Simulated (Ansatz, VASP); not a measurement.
## Al6O: VASP beside Ansatz

```xyz
7
Lattice="2.8864 0.0000 0.0000 -1.4432 2.4997 0.0000 0.0000 0.0000 14.4880" Properties=species:S:1:pos:R:3 pbc="T T T"
Al    0.0000    1.6665    1.0063
Al    0.0000    0.0000   12.4857
Al    1.4432    0.8332   10.1302
Al    0.0000    0.0000    5.5280
Al    0.0000    1.6665    7.8350
Al    1.4432    0.8332    3.2467
O     0.0000    0.0000    0.0594
```

Alike in both runs: functional PBE; k mesh 12 × 12 × 2; occupations gaussian, width 0.1 eV; no spin polarisation.

Ansatz relaxed the structure, and its values are those at the end. VASP's run is a single point on that final structure, the one shown.

|  | VASP | Ansatz |
| --- | --- | --- |
| version | VASP 6.6.1 | Ansatz 0.2.0 |
| potentials or method | VASP PAW PBE potentials, release 64 (Al, O), cutoff 520 eV | scalar-relativistic, plane waves, PAW |
| valence electrons in the cell | 24 | 24 |

VASP gave:

```
gap on the k mesh at the Fermi level (eV) : none
pressure (GPa)                            : -0.1
```

Task: Estimate Ansatz's values.

Result: gap on the k mesh at the Fermi level (eV): none; pressure (GPa): 0.0.

A gap of «none» marks a metal or a gap that the smearing closes.
